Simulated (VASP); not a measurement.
# CuSn2 (I4/mmm) in VASP: single point with PBE

Aim: the single point of CuSn2 with PBE.

All numbers are computed with VASP 6.6.1; they aren't measurements. Logs are shortened: lines on timing, memory, paths and dates and some standing lists are left out, and cuts for length are marked.

### 1 The cell of the first run

Symmetry: I4/mmm, No. 139, tetragonal system. Conventional cell: a = 3.215 Å, b = 3.215 Å, c = 12.897 Å, α = 90.00°, β = 90.00°, γ = 90.00°. Within 3.8 Å of Cu (site symmetry 4/mmm) lie 8 Sn at 2.89 Å and 4 Cu at 3.21 Å. Sn (site symmetry 4mm) has 4 Cu at 2.89 Å and 9 Sn at 3.21 to 3.68 Å within 3.8 Å.

### 2 Single point, PBE

Input file INCAR:

```
  PREC = Accurate
  ENCUT = 520
  EDIFF = 1E-6
  ISMEAR = -1
  SIGMA = 0.15
  LREAL = False
  LASPH = True
  NELM = 100
  ALGO = Fast
  ISIF = 2
  LWAVE = False
  LCHARG = True
  GGA = PE
  LELF = True
  LVHAR = True
  NBANDS = 26
```

Input file KPOINTS:

```
regular mesh
0
Gamma
  18 18 18
```

Input file POSCAR:

```
CuSn2
1.0
   -1.6073374180      1.6073374180      6.4486847970
    1.6073374180     -1.6073374180      6.4486847970
    1.6073374180      1.6073374180     -6.4486847970
Cu Sn
1 2
Direct
    0.0000000000      0.0000000000      0.0000000000
    0.3621250639      0.3621250639      0.0000000000
    0.6378749361      0.6378749361      0.0000000000
```

Potentials or basis: VASP PAW PBE potentials, release 64 (Cu, Sn_d).

Launch:

```bash
cat potpaw_PBE.64/Cu/POTCAR potpaw_PBE.64/Sn_d/POTCAR > POTCAR
mpirun -np 1 vasp_std > vasp.out
```

OUTCAR:

```text
PREC = Accurate
   ENCUT = 520
   EDIFF = 1E-6
   ISMEAR = -1
   LREAL = False
   LASPH = True
   NELM = 100
   ISIF = 2
   GGA = PE

 ion  position               nearest neighbor table
   1  0.000  0.000  0.000-   3 2.89   3 2.89   2 2.89   3 2.89   2 2.89   2 2.89   3 2.89   2 2.89

   2  0.362  0.362  0.000-   1 2.89   1 2.89   1 2.89   1 2.89   3 3.56   3 3.68   3 3.68   3 3.68
                             3 3.68
   3  0.638  0.638  0.000-   1 2.89   1 2.89   1 2.89   1 2.89   2 3.56   2 3.68   2 3.68   2 3.68
                             2 3.68

  LATTYP: Found a body centered tetragonal cell.
 ALAT       =     3.2146748360
 C/A-ratio  =     4.0120292882

  Lattice vectors:

 A1 = (  -1.6073374180,   1.6073374180,   6.4486847970)
 A2 = (   1.6073374180,  -1.6073374180,   6.4486847970)
 A3 = (   1.6073374180,   1.6073374180,  -6.4486847970)

Analysis of symmetry for initial positions (statically):
=====================================================================
 Subroutine PRICEL returns:
 Original cell was already a primitive cell.

 Routine SETGRP: Setting up the symmetry group for a
 body centered tetragonal supercell.

 Subroutine GETGRP returns: Found 16 space group operations
 (whereof 16 operations were pure point group operations)
 out of a pool of 16 trial point group operations.

The static configuration has the point symmetry D_4h.

Analysis of symmetry for dynamics (positions and initial velocities):
=====================================================================
 Subroutine PRICEL returns:
 Original cell was already a primitive cell.

 Routine SETGRP: Setting up the symmetry group for a
 body centered tetragonal supercell.

 Subroutine GETGRP returns: Found 16 space group operations
 (whereof 16 operations were pure point group operations)
 out of a pool of 16 trial point group operations.

The dynamic configuration has the point symmetry D_4h.

 Subroutine INISYM returns: Found 16 space group operations
 (whereof 16 operations are pure point group operations),
 and found     1 'primitive' translations

----------------------------------------------------------------------------------------

                                     Primitive cell

  volume of cell :      66.6416

  direct lattice vectors                    reciprocal lattice vectors
    -1.607337418  1.607337418  6.448684797     0.000000000  0.311073453  0.077535190
     1.607337418 -1.607337418  6.448684797     0.311073453  0.000000000  0.077535190
     1.607337418  1.607337418 -6.448684797     0.311073453  0.311073453  0.000000000

  length of vectors
     6.837587496  6.837587496  6.837587496     0.320590703  0.320590703  0.439924295

  position of ions in fractional coordinates (direct lattice)
     0.000000000  0.000000000  0.000000000
     0.362125064  0.362125064  0.000000000
     0.637874936  0.637874936  0.000000000

  ion indices of the primitive-cell ions
   primitive index   ion index
                 1           1
                 2           2
                 3           3

----------------------------------------------------------------------------------------

 KPOINTS: regular mesh

Automatic generation of k-mesh.
 Grid dimensions read from file:
 generate k-points for:   18   18   18

 Generating k-lattice:

  Cartesian coordinates                     Fractional coordinates (reciprocal lattice)
     0.000000000  0.017281858  0.004307511     0.055555556 -0.000000000  0.000000000
     0.017281858  0.000000000  0.004307511    -0.000000000  0.055555556  0.000000000
     0.017281858  0.017281858  0.000000000     0.000000000  0.000000000  0.055555556

  Length of vectors
     0.017810595  0.017810595  0.024440239

  Shift w.r.t. Gamma in fractional coordinates (k-lattice)
     0.000000000  0.000000000  0.000000000

 Subroutine IBZKPT returns following result:
 ===========================================

 Found    480 irreducible k-points:

 Following reciprocal coordinates:
            Coordinates               Weight
  0.000000  0.000000  0.000000      1.000000
  0.055556 -0.000000  0.000000      8.000000
  0.111111 -0.000000  0.000000      8.000000
  0.166667  0.000000  0.000000      8.000000
  0.222222  0.000000  0.000000      8.000000
  0.277778  0.000000 -0.000000      8.000000
[... 16 lines left out ...]
 -0.277778  0.055556  0.000000     16.000000
 -0.222222  0.055556  0.000000     16.000000
 [... further k-points ...]
   k-points           NKPTS =    480   k-points in BZ     NKDIM =    480   number of bands    NBANDS=     26
   number of dos      NEDOS =    301   number of ions     NIONS =      3
   total plane-waves  NPLWV = 157464
   dimension x,y,z NGX =    54 NGY =   54 NGZ =   54
   dimension x,y,z NGXF=   108 NGYF=  108 NGZF=  108
   ions per type =               1   2
   NGX,Y,Z   is equivalent  to a cutoff of  13.13, 13.13, 13.13 a.u.
   NGXF,Y,Z  is equivalent  to a cutoff of  26.26, 26.26, 26.26 a.u.
 SYSTEM =  unknown system
   PREC   = accura    normal or accurate (medium, high low for compatibility)
   ISTART =      0    job   : 0-new  1-cont  2-samecut
   ICHARG =      2    charge: 1-file 2-atom 10-const
   ISPIN  =      1    spin polarized calculation?
   LNONCOLLINEAR =      F non collinear calculations
   LSORBIT =      F    spin-orbit coupling
   LASPH  =      T    aspherical Exc in radial PAW
   ENCUT  =  520.0 eV  38.22 Ry    6.18 a.u.  12.71 12.71 12.71*2*pi/ulx,y,z
   NELM   =    100;   NELMIN=  2; NELMDL= -5     # of ELM steps
   EDIFF  = 0.1E-05   stopping-criterion for ELM
   LREAL  =      F    real-space projection
   EDIFFG = 0.1E-04   stopping-criterion for IOM
   NSW    =      0    number of steps for IOM
   IBRION =     -1    ionic relax: 0-MD 1-quasi-New 2-CG
   NFREE  =      0    steps in history (QN), initial steepest desc. (CG)
   ISIF   =      2    stress and relaxation
   ISYM   =      2    0-nonsym 1-usesym 2-fastsym
   POTIM  = 0.5000    time-step for ionic-motion
   TEBEG  =    0.0;   TEEND  =   0.0 temperature during run
   PSTRESS=    0.0 pullay stress
   NELECT =      39.0000    total number of electrons
   NUPDOWN=      -1.0000    fix difference up-down
   EMIN   =  10.00;   EMAX   =-10.00  energy-range for DOS
   EFERMI =   0.00;   METHOD = LEGACY
   ISMEAR =    -1;   SIGMA  =   0.15  broadening in eV -4-tet -1-fermi 0-gaus
   EFERMI_NEDOS =   21; number of points for ismear=-14 and -15
   IALGO  =     68    algorithm
   IMIX   =      4    mixing-type and parameters
     AMIX     =   0.40;   BMIX     =  1.00
     AMIX_MAG =   1.60;   BMIX_MAG =  1.00
  volume/ion in A,a.u.               =      22.21       149.91
  Fermi-wavevector in a.u.,A,eV,Ry     =   1.369350  2.587697 25.512566  1.875121
  Thomas-Fermi vector in A             =   2.495234
   LORBIT       =      0    0 simple, 1 ext, 2 COOP (PROOUT), +10 PAW based schemes
   GGA     = PE    functional components
   LHFCALC =     F    Hartree Fock is set to
   AEXX    =    0.0000 exact exchange contribution
   IVDW    =     0    specifies the selected vdW correction
   LEPSILON=     F    determine dielectric tensor
   LRPA    =     F    only Hartree local field effects (RPA)
 non-spin polarized calculation
 RMM-DIIS sequential band-by-band and
  energy-cutoff  :      520.00
  volume of cell :       66.64
 maximum number of plane-waves:      1819
 NGX is ok and might be reduce to    54
   NGX = 25   NGY = 25   NGZ = 25

 number of electron      38.9999995 magnetization

 Free energy of the ion-electron system (eV)
  ---------------------------------------------------
  ext. energy  EPLUGINS =         0.00000000
  ---------------------------------------------------
  free energy    TOTEN  =       -11.18051356 eV

  energy without entropy =      -11.08878486  energy(sigma->0) =      -11.13464921

 E-fermi :   7.9203     XC(G=0): -10.7497

 val. band max:        7.9151578573   @ k =   0.2778   0.2222   0.0556
 cond. band min:       7.9235319074   @ k =   0.2222   0.1111   0.0556
 fundamental gap:      0.0083740500
 Fermi energy:         7.9202767986

 k-point     1 :       0.0000    0.0000    0.0000
  band No.  band energies     occupation
      1     -13.6411      2.00000
      2     -13.6318      2.00000
      3     -13.5370      2.00000
      4     -13.5004      2.00000
      5     -13.4292      2.00000
      6     -13.4292      2.00000
[... 18 lines left out ...]
     25      15.9150      0.00000
     26      16.2267      0.00000

 k-point     2 :       0.0556   -0.0000    0.0000
  band No.  band energies     occupation
      1     -13.6363      2.00000
      2     -13.6271      2.00000
      3     -13.5350      2.00000
      4     -13.4982      2.00000
      5     -13.4314      2.00000
      6     -13.4289      2.00000
[... 18 lines left out ...]
     25      16.0580      0.00000
     26      16.3285      0.00000

 k-point     3 :       0.1111   -0.0000    0.0000
  band No.  band energies     occupation
      1     -13.6233      2.00000
      2     -13.6147      2.00000
      3     -13.5286      2.00000
      4     -13.4911      2.00000
      5     -13.4376      2.00000
      6     -13.4282      2.00000
[... 18 lines left out ...]
     25      16.0970      0.00000
     26      16.4944      0.00000

 k-point     4 :       0.1667    0.0000    0.0000
  band No.  band energies     occupation
      1     -13.6058      2.00000
      2     -13.5987      2.00000
      3     -13.5158      2.00000
      4     -13.4790      2.00000
      5     -13.4465      2.00000
      6     -13.4314      2.00000
[... 18 lines left out ...]
     25      16.1607      0.00000
     26      16.6814      0.00000
[... 496 lines left out ...]
      1     -13.5656      2.00000
      2     -13.5539      2.00000
      3     -13.4931      2.00000
      4     -13.4794      2.00000
      5     -13.4466      2.00000
      6     -13.4432      2.00000
[... 18 lines left out ...]
     25      15.4821      0.00000
     26      17.3416      0.00000

 k-point    23 :      -0.2778    0.0556    0.0000
  band No.  band energies     occupation
      1     -13.5714      2.00000
      2     -13.5642      2.00000
      3     -13.4812      2.00000
      4     -13.4751      2.00000
      5     -13.4476      2.00000
      6     -13.4359      2.00000
[... 18 lines left out ...]
     25      16.1050      0.00000
     26      16.6001      0.00000

 k-point    24 :      -0.2222    0.0556    0.0000
  band No.  band energies     occupation
      1     -13.5823      2.00000
      2     -13.5777      2.00000
      3     -13.4954      2.00000
      4     -13.4684      2.00000
      5     -13.4482      2.00000
      6     -13.4448      2.00000
[... 18 lines left out ...]
     25      16.0718      0.00000
     26      16.9266      0.00000

 [... further k-points ...]

------------------------ aborting loop because EDIFF is reached ----------------------------------------

  FORCE on cell =-STRESS in cart. coord.  units (eV):
  Direction    XX          YY          ZZ          XY          YZ          ZX
  --------------------------------------------------------------------------------------
  -------------------------------------------------------------------------------------
  Total        0.0523393      0.0523393      0.0484590      0.0000000      0.0000000     -0.0000000
  in kB        1.2583257      1.2583257      1.1650377      0.0000000      0.0000000     -0.0000000
  external PRESSURE =       1.2272297 kB  Pullay stress =       0.0000000 kB

 VOLUME and BASIS-vectors are now :
 -----------------------------------------------------------------------------
  energy-cutoff  :      520.00
  volume of cell :       66.64
      direct lattice vectors                 reciprocal lattice vectors
    -1.607337418  1.607337418  6.448684797     0.000000000  0.311073453  0.077535190
     1.607337418 -1.607337418  6.448684797     0.311073453  0.000000000  0.077535190
     1.607337418  1.607337418 -6.448684797     0.311073453  0.311073453  0.000000000

 POSITION                                       TOTAL-FORCE (eV/Angst)
 -----------------------------------------------------------------------------------
      0.00000      0.00000      0.00000        -0.000000     -0.000000     -0.000000
      0.00000      0.00000      4.67046         0.000000      0.000000     -0.015892
      0.00000      0.00000      8.22691         0.000000      0.000000      0.015892
 -----------------------------------------------------------------------------------
    total drift:                               -0.000000     -0.000000      0.000000

  FREE ENERGIE OF THE ION-ELECTRON SYSTEM (eV)
  ---------------------------------------------------
  free  energy   TOTEN  =       -11.1805135610 eV

  energy  without entropy=      -11.0887848562  energy(sigma->0) =      -11.13464921
```

Wall time 76 min (1 thread of Intel Xeon Platinum 8124M at 3.00GHz (Skylake/Cascade Lake), shared host); peak memory 0.98 GiB.

Results:

| Property | Result |
| --- | --- |
| Free energy | -11.1805 eV |
| Pressure | 0.1 GPa |
| Largest force | 0.016 eV/Å |
| Band gap on the k mesh | zero (an odd number of electrons rules out a gap without spin polarisation) |

Forces on the atoms (eV/Å):
```
Cu   0.000  0.000  0.000
Sn   0.000  0.000 -0.016
Sn   0.000  0.000  0.016
```

Caveat: spin-orbit coupling is left out, which moves the levels of the heavy elements.
